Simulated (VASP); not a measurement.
# CdTe (I-4m2) in VASP: further runs

Runs on CdTe. Level: PBE. Tasks: single point.

Program: VASP 6.6.1. These are calculated values, not measurements. Logs are shortened: lines on timing, memory, paths and dates and some standing lists are left out, and cuts for length are marked.

## Step 1: The cell of the first run

Symmetry: I-4m2, No. 119, tetragonal system. The conventional cell has a = 4.453 Å, b = 4.453 Å, c = 6.897 Å, α = 90.00°, β = 90.00°, γ = 90.00°. Cd (site symmetry -4m2) has 4 Te at 2.82 Å within 3.7 Å. Te (site symmetry -4m2) has 4 Cd at 2.82 Å within 3.7 Å.

## Step 2: Single point, PBE (epitaxial xy strain -4.0%)

INCAR

```
PREC = Accurate
ENCUT = 520
EDIFF = 1E-6
ISMEAR = -1
SIGMA = 0.02
LREAL = F
LASPH = T
NELM = 60
ALGO = Normal
ISIF = 2
LWAVE = F
LCHARG = T
GGA = PE
LELF = T
LVHAR = T
NBANDS = 16
```

KPOINTS

```
regular mesh
0
Gamma
  6 6 6
```

POSCAR

```
CdTe
1.0
    0.0000000000      3.1487569115      3.4485483050
    3.1487569115      0.0000000000      3.4485483050
    3.1487569115      3.1487569115      0.0000000000
Cd Te
1 1
Direct
    0.0000000000      0.0000000000      0.0000000000
    0.2500000000      0.2500000000      0.2500000000
```

Potentials or basis: VASP PAW PBE potentials, release 64 (Cd, Te).

On the command line:

```sh
$ cat potpaw_PBE.64/Cd/POTCAR potpaw_PBE.64/Te/POTCAR > POTCAR
$ mpirun -np 1 vasp_std > vasp.out
```

OUTCAR:

```text
PREC = Accurate
   ENCUT = 520
   EDIFF = 1E-6
   ISMEAR = -1
   LREAL = F
   LASPH = T
   NELM = 60
   ISIF = 2
   GGA = PE

 ion  position               nearest neighbor table
   1  0.000  0.000  0.000-   2 2.82   2 2.82   2 2.82   2 2.82
   2  0.250  0.250  0.250-   1 2.82   1 2.82   1 2.82   1 2.82

  LATTYP: Found a body centered tetragonal cell.
 ALAT       =     4.4530147289
 C/A-ratio  =     1.5488600487

  Lattice vectors:

 A1 = (  -3.1487569115,   0.0000000000,   3.4485483050)
 A2 = (   3.1487569115,   0.0000000000,   3.4485483050)
 A3 = (   0.0000000000,   3.1487569115,  -3.4485483050)

Analysis of symmetry for initial positions (statically):
=====================================================================
 Subroutine PRICEL returns:
 Original cell was already a primitive cell.

 Routine SETGRP: Setting up the symmetry group for a
 body centered tetragonal supercell.

 Subroutine GETGRP returns: Found  8 space group operations
 (whereof  8 operations were pure point group operations)
 out of a pool of 16 trial point group operations.

The static configuration has the point symmetry D_2d.

Analysis of symmetry for dynamics (positions and initial velocities):
=====================================================================
 Subroutine PRICEL returns:
 Original cell was already a primitive cell.

 Routine SETGRP: Setting up the symmetry group for a
 body centered tetragonal supercell.

 Subroutine GETGRP returns: Found  8 space group operations
 (whereof  8 operations were pure point group operations)
 out of a pool of 16 trial point group operations.

The dynamic configuration has the point symmetry D_2d.

 Subroutine INISYM returns: Found  8 space group operations
 (whereof  8 operations are pure point group operations),
 and found     1 'primitive' translations

----------------------------------------------------------------------------------------

                                     Primitive cell

  volume of cell :      68.3824

  direct lattice vectors                    reciprocal lattice vectors
     0.000000000  3.148756912  3.448548305    -0.158792823  0.158792823  0.144988545
     3.148756912  0.000000000  3.448548305     0.158792823 -0.158792823  0.144988545
     3.148756912  3.148756912  0.000000000     0.158792823  0.158792823 -0.144988545

  length of vectors
     4.669813219  4.669813219  4.453014729     0.267305068  0.267305068  0.267305068

  position of ions in fractional coordinates (direct lattice)
     0.000000000  0.000000000  0.000000000
     0.250000000  0.250000000  0.250000000

  ion indices of the primitive-cell ions
   primitive index   ion index
                 1           1
                 2           2

----------------------------------------------------------------------------------------

 KPOINTS: regular mesh

Automatic generation of k-mesh.
 Grid dimensions read from file:
 generate k-points for:    6    6    6

 Generating k-lattice:

  Cartesian coordinates                     Fractional coordinates (reciprocal lattice)
    -0.026465471  0.026465471  0.024164757     0.166666667  0.000000000  0.000000000
     0.026465471 -0.026465471  0.024164757     0.000000000  0.166666667  0.000000000
     0.026465471  0.026465471 -0.024164757    -0.000000000 -0.000000000  0.166666667

  Length of vectors
     0.044550845  0.044550845  0.044550845

  Shift w.r.t. Gamma in fractional coordinates (k-lattice)
     0.000000000  0.000000000  0.000000000

 Subroutine IBZKPT returns following result:
 ===========================================

 Found     30 irreducible k-points:

 Following reciprocal coordinates:
            Coordinates               Weight
  0.000000  0.000000  0.000000      1.000000
  0.166667  0.000000  0.000000      8.000000
  0.333333  0.000000  0.000000      8.000000
  0.500000  0.000000  0.000000      4.000000
  0.166667  0.166667  0.000000      2.000000
  0.333333  0.166667  0.000000      8.000000
[... 16 lines left out ...]
  0.333333  0.000000  0.333333      4.000000
  0.500000  0.000000  0.333333     16.000000
 [... further k-points ...]
   k-points           NKPTS =     30   k-points in BZ     NKDIM =     30   number of bands    NBANDS=     16
   number of dos      NEDOS =    301   number of ions     NIONS =      2
   total plane-waves  NPLWV =  46656
   dimension x,y,z NGX =    36 NGY =   36 NGZ =   36
   dimension x,y,z NGXF=    72 NGYF=   72 NGZF=   72
   ions per type =               1   1
   NGX,Y,Z   is equivalent  to a cutoff of  12.82, 12.82, 13.44 a.u.
   NGXF,Y,Z  is equivalent  to a cutoff of  25.63, 25.63, 26.88 a.u.
 SYSTEM =  unknown system
   PREC   = accura    normal or accurate (medium, high low for compatibility)
   ISTART =      0    job   : 0-new  1-cont  2-samecut
   ICHARG =      2    charge: 1-file 2-atom 10-const
   ISPIN  =      1    spin polarized calculation?
   LNONCOLLINEAR =      F non collinear calculations
   LSORBIT =      F    spin-orbit coupling
   LASPH  =      T    aspherical Exc in radial PAW
   ENCUT  =  520.0 eV  38.22 Ry    6.18 a.u.   8.68  8.68  8.28*2*pi/ulx,y,z
   NELM   =     60;   NELMIN=  2; NELMDL= -5     # of ELM steps
   EDIFF  = 0.1E-05   stopping-criterion for ELM
   LREAL  =      F    real-space projection
   EDIFFG = 0.1E-04   stopping-criterion for IOM
   NSW    =      0    number of steps for IOM
   IBRION =     -1    ionic relax: 0-MD 1-quasi-New 2-CG
   NFREE  =      0    steps in history (QN), initial steepest desc. (CG)
   ISIF   =      2    stress and relaxation
   ISYM   =      2    0-nonsym 1-usesym 2-fastsym
   POTIM  = 0.5000    time-step for ionic-motion
   TEBEG  =    0.0;   TEEND  =   0.0 temperature during run
   PSTRESS=    0.0 pullay stress
   NELECT =      18.0000    total number of electrons
   NUPDOWN=      -1.0000    fix difference up-down
   EMIN   =  10.00;   EMAX   =-10.00  energy-range for DOS
   EFERMI =   0.00;   METHOD = LEGACY
   ISMEAR =    -1;   SIGMA  =   0.02  broadening in eV -4-tet -1-fermi 0-gaus
   EFERMI_NEDOS =   21; number of points for ismear=-14 and -15
   IALGO  =     38    algorithm
   IMIX   =      4    mixing-type and parameters
     AMIX     =   0.40;   BMIX     =  1.00
     AMIX_MAG =   1.60;   BMIX_MAG =  1.00
  volume/ion in A,a.u.               =      34.19       230.73
  Fermi-wavevector in a.u.,A,eV,Ry     =   1.049182  1.982666 14.977059  1.100783
  Thomas-Fermi vector in A             =   2.184134
   LORBIT       =      0    0 simple, 1 ext, 2 COOP (PROOUT), +10 PAW based schemes
   GGA     = PE    functional components
   LHFCALC =     F    Hartree Fock is set to
   AEXX    =    0.0000 exact exchange contribution
   IVDW    =     0    specifies the selected vdW correction
   LEPSILON=     F    determine dielectric tensor
   LRPA    =     F    only Hartree local field effects (RPA)
 non-spin polarized calculation
  energy-cutoff  :      520.00
  volume of cell :       68.38
 maximum number of plane-waves:      1876
   NGX = 17   NGY = 17   NGZ = 17

 number of electron      18.0000000 magnetization

 Free energy of the ion-electron system (eV)
  ---------------------------------------------------
  ext. energy  EPLUGINS =         0.00000000
  ---------------------------------------------------
  free energy    TOTEN  =        -4.75546604 eV

  energy without entropy =       -4.75546604  energy(sigma->0) =       -4.75546604

 E-fermi :   2.7236     XC(G=0):  -8.5697

 val. band max:        2.4127177991   @ k =   0.0000   0.0000   0.0000
 cond. band min:       3.0205085253   @ k =   0.0000   0.0000   0.0000
 fundamental gap:      0.6077907262
 Fermi energy:         2.7235778055

 k-point     1 :       0.0000    0.0000    0.0000
  band No.  band energies     occupation
      1      -8.8279      2.00000
      2      -5.9803      2.00000
      3      -5.9547      2.00000
      4      -5.9547      2.00000
      5      -5.7175      2.00000
      6      -5.7064      2.00000
[... 8 lines left out ...]
     15      10.9076      0.00000
     16      11.5501      0.00000

 k-point     2 :       0.1667    0.0000    0.0000
  band No.  band energies     occupation
      1      -8.7277      2.00000
      2      -5.9561      2.00000
      3      -5.9365      2.00000
      4      -5.8831      2.00000
      5      -5.7133      2.00000
      6      -5.7102      2.00000
[... 8 lines left out ...]
     15      10.9507      0.00000
     16      11.1621      0.00000

 k-point     3 :       0.3333    0.0000    0.0000
  band No.  band energies     occupation
      1      -8.5274      2.00000
      2      -5.9258      2.00000
      3      -5.9037      2.00000
      4      -5.7165      2.00000
      5      -5.7135      2.00000
      6      -5.5995      2.00000
[... 8 lines left out ...]
     15      11.1996      0.00000
     16      11.3910      0.00000

 k-point     4 :       0.5000    0.0000    0.0000
  band No.  band energies     occupation
      1      -8.4294      2.00000
      2      -5.9152      2.00000
      3      -5.8902      2.00000
      4      -5.7120      2.00000
      5      -5.6989      2.00000
      6      -5.3675      2.00000
[... 8 lines left out ...]
     15      12.3735      0.00000
     16      12.7236      0.00000

 k-point     5 :       0.1667    0.1667    0.0000
  band No.  band energies     occupation
      1      -8.7070      2.00000
      2      -5.9194      2.00000
      3      -5.9194      2.00000
      4      -5.8978      2.00000
      5      -5.7314      2.00000
      6      -5.7016      2.00000
[... 8 lines left out ...]
     15      11.2165      0.00000
     16      12.4936      0.00000

 k-point     6 :       0.3333    0.1667    0.0000
  band No.  band energies     occupation
      1      -8.5459      2.00000
      2      -5.9060      2.00000
      3      -5.8841      2.00000
      4      -5.7399      2.00000
      5      -5.7010      2.00000
      6      -5.6794      2.00000
[... 8 lines left out ...]
     15      12.0725      0.00000
     16      12.1778      0.00000
[... 267 lines left out ...]
 k-point    21 :      -0.1667    0.3333    0.1667
  band No.  band energies     occupation
      1      -8.3954      2.00000
      2      -5.8799      2.00000
      3      -5.8579      2.00000
      4      -5.7617      2.00000
      5      -5.7013      2.00000
      6      -5.3731      2.00000
[... 8 lines left out ...]
     15      12.8429      0.00000
     16      13.5369      0.00000

 k-point    22 :      -0.3333    0.5000    0.1667
  band No.  band energies     occupation
      1      -8.3312      2.00000
      2      -5.8404      2.00000
      3      -5.8314      2.00000
      4      -5.7466      2.00000
      5      -5.7049      2.00000
      6      -5.2301      2.00000
[... 8 lines left out ...]
     15      13.1639      0.00000
     16      13.5331      0.00000

 k-point    23 :       0.3333    0.0000    0.3333
  band No.  band energies     occupation
      1      -8.4186      2.00000
      2      -5.8747      2.00000
      3      -5.8288      2.00000
      4      -5.8098      2.00000
      5      -5.6943      2.00000
      6      -5.4802      2.00000
[... 8 lines left out ...]
     15      12.1682      0.00000
     16      14.6869      0.00000

 k-point    24 :       0.5000    0.0000    0.3333
  band No.  band energies     occupation
      1      -8.3270      2.00000
      2      -5.8637      2.00000
      3      -5.8184      2.00000
      4      -5.7819      2.00000
      5      -5.6918      2.00000
      6      -5.2420      2.00000
[... 8 lines left out ...]
     15      12.6202      0.00000
     16      13.8694      0.00000

 [... further k-points ...]
[... 5 lines left out ...]
  --------------------------------------------------------------------------------------
  -------------------------------------------------------------------------------------
  Total        1.2413380      1.2413380      0.5398781      0.0000000      0.0000000      0.0000000
  in kB       29.0841283     29.0841283     12.6491619      0.0000000      0.0000000      0.0000000
  external PRESSURE =      23.6058061 kB  Pullay stress =       0.0000000 kB

 VOLUME and BASIS-vectors are now :
 -----------------------------------------------------------------------------
  energy-cutoff  :      520.00
  volume of cell :       68.38
      direct lattice vectors                 reciprocal lattice vectors
     0.000000000  3.148756912  3.448548305    -0.158792823  0.158792823  0.144988545
     3.148756912  0.000000000  3.448548305     0.158792823 -0.158792823  0.144988545
     3.148756912  3.148756912  0.000000000     0.158792823  0.158792823 -0.144988545

 POSITION                                       TOTAL-FORCE (eV/Angst)
 -----------------------------------------------------------------------------------
      0.00000      0.00000      0.00000         0.000000      0.000000      0.000000
      1.57438      1.57438      1.72427        -0.000000     -0.000000     -0.000000
 -----------------------------------------------------------------------------------
    total drift:                               -0.000000     -0.000000     -0.000000

  FREE ENERGIE OF THE ION-ELECTRON SYSTEM (eV)
  ---------------------------------------------------
  free  energy   TOTEN  =        -4.7554660408 eV

  energy  without entropy=       -4.7554660386  energy(sigma->0) =       -4.75546604
```

Wall time 69 s (1 thread of AMD EPYC 7R13, shared host); peak memory 0.19 GiB.

Results:

* Free energy: -4.7555 eV
* Pressure: 2.4 GPa
* Band gap on the k mesh: 0.61 eV, direct

Caveat: the cell differs from its parent crystal (epitaxial xy strain -4.0%); spin-orbit coupling is left out, which moves the levels of the heavy elements.

## Step 3: Single point, PBE (epitaxial xy strain -3.0%)

INCAR

```
SYSTEM = CdTe
ALGO = Normal
EDIFF = 1E-7
ENCUT = 520
GGA = PE
ISIF = 2
ISMEAR = -1
LASPH = .True.
LCHARG = .False.
LREAL = .False.
LWAVE = .False.
NBANDS = 16
NELM = 80
PREC = Accurate
SIGMA = 0.02
```

KPOINTS

```
k-points
0
Gamma
  6 6 6
  0 0 0
```

POSCAR

```
CdTe
1.0
    0.0000000000      3.1815564627      3.4054182159
    3.1815564627      0.0000000000      3.4054182159
    3.1815564627      3.1815564627      0.0000000000
Cd Te
1 1
Direct
    0.0000000000      0.0000000000      0.0000000000
    0.2500000000      0.2500000000      0.2500000000
```

Potentials or basis: VASP PAW PBE potentials, release 64 (Cd, Te).

On the command line:

```sh
$ cat potpaw_PBE.64/Cd/POTCAR potpaw_PBE.64/Te/POTCAR > POTCAR
$ mpirun -np 1 vasp_std > vasp.out
```

It took 87 s on 1 thread of AMD EPYC 7R13, shared host; peak memory 0.19 GiB.

Results (log left out):

| Property | Result |
| --- | --- |
| Free energy | -4.7724 eV |
| Pressure | 2.0 GPa |
| Band gap on the k mesh | 0.63 eV, direct |

Stress tensor (GPa, compression positive):
```
2.44 0.00 0.00
0.00 2.44 0.00
0.00 0.00 1.25
```

Levels at points of the mesh, in eV from the valence-band top:
```csv
k point,band 7,band 8,band 9,band 10,band 11,band 12
"(0.00, 0.00, 0.00)",-0.25,0.00,0.00,0.63,4.55,4.55
"(0.50, 0.00, 0.00)",-4.42,-1.00,-0.66,1.68,4.97,5.32
"(0.50, 0.50, 0.00)",-4.53,-1.69,-1.69,2.74,2.93,8.35
"(0.50, 0.00, 0.50)",-4.21,-2.03,-1.93,2.43,2.47,8.63
```

Caveat: the cell differs from its parent crystal (epitaxial xy strain -3.0%); spin-orbit coupling is left out, which moves the levels of the heavy elements.

## Step 4: Single point, PBE (epitaxial xy strain +2.0%)

INCAR

```
PREC = Accurate
ENCUT = 520
EDIFF = 1E-7
ISMEAR = -1
SIGMA = 0.02
LREAL = F
LASPH = T
NELM = 100
ALGO = Normal
ISIF = 2
LWAVE = F
LCHARG = T
GGA = PE
LELF = T
LVHAR = T
NBANDS = 16
```

KPOINTS

```
regular mesh
0
Gamma
  6 6 6
```

POSCAR

```
CdTe
1.0
    0.0000000000      3.3455542185      3.1872243277
    3.3455542185      0.0000000000      3.1872243277
    3.3455542185      3.3455542185      0.0000000000
Cd Te
1 1
Direct
    0.0000000000      0.0000000000      0.0000000000
    0.2500000000      0.2500000000      0.2500000000
```

On the command line:

```sh
$ cat potpaw_PBE.64/Cd/POTCAR potpaw_PBE.64/Te/POTCAR > POTCAR
$ mpirun -np 1 vasp_std > vasp.out
```

Wall time 88 s (1 thread of AMD EPYC 7R13, shared host); peak memory 0.19 GiB.

The run converged. Its results:

```yaml
Free_energy: -4.7990 eV
Pressure: 0.7 GPa
Band_gap_on_the_k_mesh: 0.53 eV, direct
```

Stress tensor (GPa, compression positive):
```
0.42 0.00 0.00
0.00 0.42 0.00
0.00 0.00 1.13
```

Levels at points of the mesh, in eV from the valence-band top:
```
           k point  band 6  band 7  band 8  band 9  band 10  band 11  band 12  band 13
(0.00, 0.00, 0.00)   -8.00   -0.14   -0.14    0.00     0.53     4.54     4.56     4.56
(0.50, 0.00, 0.00)   -7.69   -4.25   -0.90   -0.69     1.66     4.98     5.27     6.95
(0.50, 0.50, 0.00)   -7.52   -4.02   -1.93   -1.93     2.35     2.51     8.71     8.79
(0.50, 0.00, 0.50)   -7.59   -4.24   -1.76   -1.69     2.68     2.70     8.37     8.59
```

Caveat: the cell differs from its parent crystal (epitaxial xy strain +2.0%); spin-orbit coupling is left out, which moves the levels of the heavy elements.

## Step 5: The runs side by side

| cell | gap on the mesh (eV) | pressure (GPa) |
| --- | --- | --- |
| a = 4.670, b = 4.670, c = 4.453 Å, angles 61.5, 61.5, 57.0°, 2 atoms | 0.61 | 2.4 |
| a = 4.660, b = 4.660, c = 4.499 Å, angles 61.1, 61.1, 57.7°, 2 atoms | 0.63 | 2.0 |
| a = 4.621, b = 4.621, c = 4.731 Å, angles 59.2, 59.2, 61.6°, 2 atoms | 0.53 | 0.7 |

Alike in all rows: task single point; level PBE; potentials or basis VASP PAW PBE potentials, release 64 (Cd, Te); no spin polarisation; k mesh 6 × 6 × 6; cutoff (eV) 520; smearing fermi-dirac 0.02 eV.

Caveats: spin-orbit coupling is left out, which moves the levels of the heavy elements.

Total energies depend on the potentials used, so only differences within one code and one set of settings carry meaning.
